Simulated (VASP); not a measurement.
Set up this calculation in VASP 6.6.1, as the native input.

- Task: single point
- Functional: PBE
- Potentials or basis: VASP PAW PBE potentials, release 64 (S, C_h, O_h, H_h)
- Cutoff: 910 eV
- k mesh: 1 × 1 × 1
- Occupations: fermi-dirac, width 0.02 eV
- Spin: no spin polarisation
- Dipole correction: no
- Further INCAR settings: LREAL = Auto; ALGO = Normal; EDIFF = 1e-06; NBANDS = 101

The structure of H12C11S10O6 lies in POSCAR:

```
H12C11S10O6
1.0
    8.8484930000      0.0000000000      0.0000000000
    0.0000000000      8.8484930000      0.0000000000
    0.0000000000      0.0000000000      8.8484930000
S C O H
10 11 6 12
Direct
    0.9105957365      0.4964009126      1.1044931606
    0.9165176488      0.4053458595      0.7642544329
    0.5462625105      0.6662490438      0.8263554031
    0.2821271374      0.4830427057      0.6733236948
    0.4561680729      0.3582078892      0.2194724006
    0.5734196772      0.1593717710     -0.0476352301
    0.0365146924      0.7824383203      0.4561793743
   -0.0953269670      0.9458785807      0.1831950367
    0.7133983154     -0.0028366412      0.6063405373
    0.4951012562     -0.0678646635      0.3364979777
    0.9064481376      0.4495341749      0.9311981148
    0.4109965392      0.5804378214      0.7445448620
    0.5274570483      0.2550942855      0.0920156687
   -0.0354071592      0.8647913266      0.3187435420
    0.6022607465     -0.0146917673      0.4655255985
    0.2502799064      0.6529360423      0.2115275449
    0.0472735866      0.8081376117      0.8295762906
    0.9067758770      0.2615134577      0.4039444909
    0.2281179405      0.0387862656      0.5775785775
    0.1470532892      0.1912190019     -0.0150760135
    0.7282822058      0.5855234332      0.4118667439
    0.2909421977      0.7368260335      0.1023112071
   -0.0166356011      0.9154779238      0.8879817162
    0.9958644935      0.2278467079      0.5021759072
    0.3293103131     -0.0394756486      0.6291466807
    0.0942985433      0.1965419422      0.1129231836
    0.6224788786      0.5463642227      0.4868060584
    0.3013055443      0.6644973330      0.3261346311
    0.1716111433      0.5573039386      0.1941008486
    0.1761655911      0.8152913722      0.7998876193
   -0.0098999909      0.6881736811      0.8251800617
    0.9437426237      0.2735381042      0.2868850097
    0.7839414011      0.2675596850      0.4380745964
    0.1395491865      0.1000283325      0.6564733678
    0.2217213711      0.0706447979      0.4524725284
    0.2267617774      0.2782733738     -0.0563711809
    0.0947618990      0.1104368846     -0.0955077887
    0.7191507074      0.6838226577      0.3259764120
    0.8417704574      0.5334015634      0.4129064689
```

The input as run:

INCAR

```
SYSTEM = H12C11S10O6
PREC = Accurate ; ENCUT = 910
EDIFF = 1E-6 ; ISMEAR = -1
SIGMA = 0.02 ; LREAL = Auto
LASPH = .True. ; NELM = 120
ALGO = Normal ; ISIF = 2
LWAVE = .False. ; LCHARG = .False.
GGA = PE ; NBANDS = 101
GGA_COMPAT = .False.
```

KPOINTS

```
Automatic mesh
0
Gamma
  1 1 1
  0 0 0
```

Potentials or basis: VASP PAW PBE potentials, release 64 (S, C_h, O_h, H_h).

Run with:

```bash
$ cat potpaw_PBE.64/S/POTCAR potpaw_PBE.64/C_h/POTCAR potpaw_PBE.64/O_h/POTCAR potpaw_PBE.64/H_h/POTCAR > POTCAR
$ mpirun -np 1 vasp_gam > vasp.out
```

It gave:

The pressure is 0.3 GPa, the largest force is 3.628 eV/Å and the band gap on the k mesh is 2.38 eV.

Caveat: the k points lie up to 0.71 Å⁻¹ apart; the cutoff is under 1.25 times the usual one of these potentials, so pressure, stress and relaxed cells hold a basis-set (Pulay) error; the atoms stand as in a frame of molecular dynamics.

Run time: 3.4 min on 1 thread of Intel(R) Xeon(R) 6975P-C (Granite Rapids), with other jobs on the host, peak memory 1.3 GiB.
